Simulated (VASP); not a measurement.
# AlN (F-43m) in VASP: further runs

The runs below take AlN through single point, relaxation of volume and atoms at fixed shape, with revpbe exchange, pbe correlation.

Program: VASP 6.6.1. These are calculated values, not measurements. Logs are shortened: lines on timing, memory, paths and dates and some standing lists are left out, and cuts for length are marked.

## (1) The cell of the first run

It takes space group F-43m (No. 216, cubic). The conventional cell has a = 4.424 Å, b = 4.424 Å, c = 4.424 Å, α = 90.00°, β = 90.00°, γ = 90.00°. Within 2.5 Å of Al (site symmetry -43m) lie 4 N at 1.92 Å. Within 2.5 Å of N (site symmetry -43m) lie 4 Al at 1.92 Å.

## (2) Single point, revpbe exchange, pbe correlation

The input, INCAR:

```
SYSTEM = AlN
PREC     = Accurate       ! precision mode
ENCUT    = 600            ! plane-wave cutoff, eV
EDIFF    = 1E-6           ! SCF threshold, eV
ISMEAR   = -1             ! smearing method
SIGMA    = 0.02           ! smearing width, eV
LREAL    = .FALSE.        ! projectors in reciprocal space
LASPH    = .TRUE.         ! aspherical terms in the spheres
NELM     = 120            ! most SCF steps
ALGO     = Normal         ! electronic algorithm
ISIF     = 2              ! what is computed and relaxed
LWAVE    = .FALSE.        ! write WAVECAR
LCHARG   = .FALSE.        ! write CHGCAR
GGA      = LIBXC          ! functional
LIBXC1   = GGA_X_PBE_R  
LIBXC2   = GGA_C_PBE    
NBANDS   = 11             ! bands
GGA_COMPAT= .FALSE.
```

The input, KPOINTS:

```
regular mesh
0
G
  7 7 7
  0 0 0
```

The input, POSCAR:

```
AlN
1.0
    0.0000000000      2.2117830281      2.2117830281
    2.2117830281      0.0000000000      2.2117830281
    2.2117830281      2.2117830281      0.0000000000
Al N
1 1
Direct
    0.0000000000      0.0000000000      0.0000000000
    0.7500000000      0.7500000000      0.7500000000
```

Potentials or basis: VASP PAW PBE potentials, release 64 (Al, N).

Launch:

```sh
$ cat potpaw_PBE.64/Al/POTCAR potpaw_PBE.64/N/POTCAR > POTCAR
$ mpirun -np 1 vasp_std > vasp.out
```

OUTCAR:

```text
SYSTEM = AlN
   PREC = Accurate
   ENCUT = 600
   EDIFF = 1E-6
   ISMEAR = -1
   LREAL = .FALSE.
   LASPH = .TRUE.
   NELM = 120
   ISIF = 2
   GGA = LIBXC

 ion  position               nearest neighbor table
   1  0.000  0.000  0.000-   2 1.92   2 1.92   2 1.92   2 1.92
   2  0.750  0.750  0.750-   1 1.92   1 1.92   1 1.92   1 1.92

  LATTYP: Found a face centered cubic cell.
 ALAT       =     4.4235660562

  Lattice vectors:

 A1 = (   0.0000000000,   2.2117830281,   2.2117830281)
 A2 = (   2.2117830281,   0.0000000000,   2.2117830281)
 A3 = (   2.2117830281,   2.2117830281,   0.0000000000)

Analysis of symmetry for initial positions (statically):
=====================================================================
 Subroutine PRICEL returns:
 Original cell was already a primitive cell.

 Routine SETGRP: Setting up the symmetry group for a
 face centered cubic supercell.

 Subroutine GETGRP returns: Found 24 space group operations
 (whereof 24 operations were pure point group operations)
 out of a pool of 48 trial point group operations.

The static configuration has the point symmetry T_d .

Analysis of symmetry for dynamics (positions and initial velocities):
=====================================================================
 Subroutine PRICEL returns:
 Original cell was already a primitive cell.

 Routine SETGRP: Setting up the symmetry group for a
 face centered cubic supercell.

 Subroutine GETGRP returns: Found 24 space group operations
 (whereof 24 operations were pure point group operations)
 out of a pool of 48 trial point group operations.

The dynamic configuration has the point symmetry T_d .

 Subroutine INISYM returns: Found 24 space group operations
 (whereof 24 operations are pure point group operations),
 and found     1 'primitive' translations

----------------------------------------------------------------------------------------

                                     Primitive cell

  volume of cell :      21.6400

  direct lattice vectors                    reciprocal lattice vectors
     0.000000000  2.211783028  2.211783028    -0.226061957  0.226061957  0.226061957
     2.211783028  0.000000000  2.211783028     0.226061957 -0.226061957  0.226061957
     2.211783028  2.211783028  0.000000000     0.226061957  0.226061957 -0.226061957

  length of vectors
     3.127933555  3.127933555  3.127933555     0.391550795  0.391550795  0.391550795

  position of ions in fractional coordinates (direct lattice)
     0.000000000  0.000000000  0.000000000
[... 80 lines left out ...]
   ISYM   =      2    0-nonsym 1-usesym 2-fastsym
   POTIM  = 0.5000    time-step for ionic-motion
   TEBEG  =    0.0;   TEEND  =   0.0 temperature during run
   PSTRESS=    0.0 pullay stress
   NELECT =       8.0000    total number of electrons
   NUPDOWN=      -1.0000    fix difference up-down
   EMIN   =  10.00;   EMAX   =-10.00  energy-range for DOS
   EFERMI =   0.00;   METHOD = LEGACY
   ISMEAR =    -1;   SIGMA  =   0.02  broadening in eV -4-tet -1-fermi 0-gaus
   EFERMI_NEDOS =   21; number of points for ismear=-14 and -15
   IALGO  =     38    algorithm
   IMIX   =      4    mixing-type and parameters
     AMIX     =   0.40;   BMIX     =  1.00
     AMIX_MAG =   1.60;   BMIX_MAG =  1.00
  volume/ion in A,a.u.               =      10.82        73.02
  Fermi-wavevector in a.u.,A,eV,Ry     =   1.174949  2.220331 18.782909  1.380505
  Thomas-Fermi vector in A             =   2.311338
   LORBIT       =      0    0 simple, 1 ext, 2 COOP (PROOUT), +10 PAW based schemes
   GGA     = LIBXC    functional components
   LHFCALC =     F    Hartree Fock is set to
   AEXX    =    0.0000 exact exchange contribution
   IVDW    =     0    specifies the selected vdW correction
   LEPSILON=     F    determine dielectric tensor
   LRPA    =     F    only Hartree local field effects (RPA)
 non-spin polarized calculation
  energy-cutoff  :      600.00
  volume of cell :       21.64
 maximum number of plane-waves:       728
 NGX is ok and might be reduce to    28
   NGX = 13   NGY = 13   NGZ = 13

 number of electron       8.0000000 magnetization

 Free energy of the ion-electron system (eV)
  ---------------------------------------------------
  ext. energy  EPLUGINS =         0.00000000
  ---------------------------------------------------
  free energy    TOTEN  =       -14.24693368 eV

  energy without entropy =      -14.24693368  energy(sigma->0) =      -14.24693368

 E-fermi :   6.1168     XC(G=0): -10.6758

 val. band max:        5.7041056172   @ k =   0.0000   0.0000   0.0000
 cond. band min:       9.3223086710   @ k =   0.4286   0.4286   0.0000
 fundamental gap:      3.6182030538
 Fermi energy:         6.1167956573

 k-point     1 :       0.0000    0.0000    0.0000
  band No.  band energies     occupation
      1      -9.0922      2.00000
      2       5.7041      2.00000
      3       5.7041      2.00000
      4       5.7041      2.00000
      5       9.5957      0.00000
      6      17.9762      0.00000
      7      17.9762      0.00000
      8      17.9762      0.00000
      9      23.1016      0.00000
     10      23.1016      0.00000
     11      24.4674      0.00000
[... 253 lines left out ...]
 k-point    20 :      -0.2857    0.4286    0.1429
  band No.  band energies     occupation
      1      -6.5872      2.00000
      2       1.8163      2.00000
      3       2.1763      2.00000
      4       3.7843      2.00000
      5      11.6316      0.00000
      6      16.0962      0.00000
      7      17.7396      0.00000
      8      18.2312      0.00000
      9      22.0423      0.00000
     10      24.2293      0.00000
     11      29.8824      0.00000

------------------------ aborting loop because EDIFF is reached ----------------------------------------

  FORCE on cell =-STRESS in cart. coord.  units (eV):
  Direction    XX          YY          ZZ          XY          YZ          ZX
  --------------------------------------------------------------------------------------
  -------------------------------------------------------------------------------------
  Total       -0.0871451     -0.0871451     -0.0871451      0.0000000      0.0000000     -0.0000000
  in kB       -6.4520271     -6.4520271     -6.4520271      0.0000000      0.0000000     -0.0000000
  external PRESSURE =      -6.4520271 kB  Pullay stress =       0.0000000 kB

 VOLUME and BASIS-vectors are now :
 -----------------------------------------------------------------------------
  energy-cutoff  :      600.00
  volume of cell :       21.64
      direct lattice vectors                 reciprocal lattice vectors
     0.000000000  2.211783028  2.211783028    -0.226061957  0.226061957  0.226061957
     2.211783028  0.000000000  2.211783028     0.226061957 -0.226061957  0.226061957
     2.211783028  2.211783028  0.000000000     0.226061957  0.226061957 -0.226061957

 POSITION                                       TOTAL-FORCE (eV/Angst)
 -----------------------------------------------------------------------------------
      0.00000      0.00000      0.00000         0.000000      0.000000      0.000000
      3.31767      3.31767      3.31767        -0.000000     -0.000000     -0.000000
 -----------------------------------------------------------------------------------
    total drift:                               -0.000000     -0.000000     -0.000000

  FREE ENERGIE OF THE ION-ELECTRON SYSTEM (eV)
  ---------------------------------------------------
  free  energy   TOTEN  =       -14.2469336768 eV

  energy  without entropy=      -14.2469336768  energy(sigma->0) =      -14.24693368
```

OSZICAR:

```text
N       E                     dE             d eps       ncg     rms          rms(c)
DAV:   1     0.139022377651E+02    0.13902E+02   -0.42457E+03   440   0.687E+02
DAV:   2    -0.154170815132E+02   -0.29319E+02   -0.27489E+02   497   0.148E+02
DAV:   3    -0.165039289985E+02   -0.10868E+01   -0.10855E+01   556   0.282E+01
DAV:   4    -0.165097403811E+02   -0.58114E-02   -0.58108E-02   494   0.213E+00
DAV:   5    -0.165098115186E+02   -0.71137E-04   -0.71136E-04   530   0.236E-01    0.853E+00
DAV:   6    -0.142391527646E+02    0.22707E+01   -0.11646E+01   544   0.177E+01    0.290E+00
DAV:   7    -0.142459872970E+02   -0.68345E-02   -0.16308E-01   473   0.316E+00    0.209E+00
DAV:   8    -0.142484806646E+02   -0.24934E-02   -0.34813E-02   485   0.181E+00    0.620E-01
DAV:   9    -0.142468438873E+02    0.16368E-02   -0.44210E-03   544   0.413E-01    0.252E-01
DAV:  10    -0.142469202573E+02   -0.76370E-04   -0.78480E-04   476   0.180E-01    0.280E-02
DAV:  11    -0.142469335158E+02   -0.13258E-04   -0.50886E-05   524   0.467E-02    0.186E-02
DAV:  12    -0.142469336768E+02   -0.16106E-06   -0.12240E-06   486   0.879E-03
   1 F= -.14246934E+02 E0= -.14246934E+02  d E =-.951003E-11
```

Wall time 9.2 s (1 thread of Intel Xeon Platinum 8488C (Sapphire Rapids), shared host); peak memory 0.15 GiB.

Results:

```
Free energy            : -14.2469 eV
Pressure               : -0.6 GPa
Band gap on the k mesh : 3.62 eV (least direct gap 3.89 eV)
```

Levels at points of the mesh, in eV from the valence-band top:
| k point | band 1 | band 2 | band 3 | band 4 | band 5 | band 6 | band 7 | band 8 |
| --- | --- | --- | --- | --- | --- | --- | --- | --- |
| (0.00, 0.00, 0.00) | -14.80 | 0.00 | 0.00 | 0.00 | 3.89 | 12.27 | 12.27 | 12.27 |

Caveat: the PAW data sets were made with another functional, which shifts forces and pressure a little; an odd mesh through Γ misses points on the zone boundary, where band edges can lie.

## (3) Relaxation of volume and atoms at fixed shape, revpbe exchange, pbe correlation

This run uses another cell than the first one, of 10.42 Å³/atom.

The input, INCAR:

```
SYSTEM = AlN
PREC     = Accurate       ! precision mode
ENCUT    = 600            ! plane-wave cutoff, eV
EDIFF    = 1E-7           ! SCF threshold, eV
ISMEAR   = -1             ! smearing method
SIGMA    = 0.02           ! smearing width, eV
LREAL    = .FALSE.        ! projectors in reciprocal space
LASPH    = .TRUE.         ! aspherical terms in the spheres
NELM     = 120            ! most SCF steps
ALGO     = Normal         ! electronic algorithm
ISIF     = 8              ! what is computed and relaxed
LWAVE    = .FALSE.        ! write WAVECAR
LCHARG   = .FALSE.        ! write CHGCAR
GGA      = LIBXC          ! functional
LIBXC1   = GGA_X_PBE_R  
LIBXC2   = GGA_C_PBE    
IBRION   = 2              ! ionic algorithm
NSW      = 60             ! ionic steps
EDIFFG   = -0.02          ! ionic threshold
GGA_COMPAT= .FALSE.      
NELMIN   = 4
```

The input, KPOINTS:

```
Automatic mesh
0
G
  7 7 7
  0 0 0
```

The input, POSCAR:

```
AlN
1.0
    0.0000000000      2.1839940000      2.1839940000
    2.1839940000      0.0000000000      2.1839940000
    2.1839940000      2.1839940000      0.0000000000
Al N
1 1
Direct
    0.0000000000      0.0000000000      0.0000000000
    0.7500000000      0.7500000000      0.7500000000
```

Potentials or basis: VASP PAW PBE potentials, release 64 (Al, N).

Launch:

```sh
$ cat potpaw_PBE.64/Al/POTCAR potpaw_PBE.64/N/POTCAR > POTCAR
$ mpirun -np 1 vasp_std > vasp.out
```

Run time: 17 s. Hardware: 1 thread of Intel Xeon Platinum 8488C (Sapphire Rapids), shared host; peak memory 0.15 GiB.

Results (log left out):

| Property | Result |
| --- | --- |
| Free energy | -14.2462 eV |
| Relaxed volume | 10.79 Å³/atom |
| Relaxed cell | a = 3.125 Å, b = 3.125 Å, c = 3.125 Å, α = 60.00°, β = 60.00°, γ = 60.00° |
| Space group after relaxing (to 0.1 Å) | F-43m (No. 216) |
| Energy gained by relaxing | 7.8 meV/atom |
| Ionic steps | 3 |
| Pressure after relaxing | 0.0 GPa |
| Band gap on the k mesh | 3.62 eV (least direct gap 3.92 eV) |

The path:
```
step  energy change (eV)  largest force (eV/Å)  pressure (GPa)  volume (Å³)
   1              0.0000                0.0000            7.00        20.83
   2             -0.0041                0.0000           -5.38        22.24
   3             -0.0156                0.0000           -0.02        21.57
```

Final structure:
```
CELL_PARAMETERS angstrom
0.00000 2.20950 2.20950
2.20950 0.00000 2.20950
2.20950 2.20950 0.00000
ATOMIC_POSITIONS crystal
Al 0.00000 0.00000 0.00000
N 0.75000 0.75000 0.75000
```

Levels at points of the mesh, in eV from the valence-band top:
| k point | band 1 | band 2 | band 3 | band 4 | band 5 | band 6 | band 7 | band 8 |
| --- | --- | --- | --- | --- | --- | --- | --- | --- |
| (0.00, 0.00, 0.00) | -14.81 | 0.00 | 0.00 | 0.00 | 3.92 | 12.30 | 12.30 | 12.30 |

Caveat: the PAW data sets were made with another functional, which shifts forces and pressure a little; an odd mesh through Γ misses points on the zone boundary, where band edges can lie.
